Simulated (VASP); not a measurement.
Sr3CuH2, 6 atoms in the cell. The structure is hexagonal, space group P-6m2 (No. 187). Conventional cell: a = 4.174 Å, b = 4.174 Å, c = 8.292 Å, α = 90.00°, β = 90.00°, γ = 120.00°. Sr (site symmetry -6m2) has 3 Sr at 2.41 Å and 6 H at 3.21 Å within 3.3 Å. Within 3.2 Å of Sr (site symmetry -6m2) lie 3 Cu at 2.41 Å and 6 H at 3.15 Å. Within 3.3 Å of Sr (site symmetry -6m2) lie 3 Sr at 2.41 Å and 6 H at 3.21 Å. Within 3.2 Å of Cu (site symmetry -6m2) lie 3 Sr at 2.41 Å and 6 H at 3.15 Å. Within 4.3 Å of H (site symmetry 3m) lie 9 Sr at 3.15 to 3.21 Å and 3 Cu at 3.15 Å and 8 H at 4.06 to 4.23 Å. The cell was generated, and may not be a known phase.

- Program: VASP 6.6.1
- Task: single point
- Functional: PBE
- Potentials or basis: VASP PAW PBE potentials, release 64 (Sr_sv, Cu, H)
- Cutoff: 520 eV
- k mesh: 6 × 6 × 2
- Occupations: gaussian, width 0.1 eV
- Spin: no spin polarisation
- Dipole correction: no
- Further INCAR settings: ALGO = Fast; EDIFF = 1e-06; NBANDS = 30

Potentials or basis: VASP PAW PBE potentials, release 64 (Sr_sv, Cu, H).

Launch:

```bash
$ cat potpaw_PBE.64/Sr_sv/POTCAR potpaw_PBE.64/Cu/POTCAR potpaw_PBE.64/H/POTCAR > POTCAR
$ mpirun -np 1 vasp_std > vasp.out
```

Hardware: 1 thread of Oxide Virtual Turin-like Processor (shared host).

**Question.** How long does it take, and how much memory?

**Answer.** Run time: 3.7 min on 1 thread of Oxide Virtual Turin-like Processor, with other jobs on the host, peak memory 0.23 GiB. Counts: scf iterations 31, k points 14.
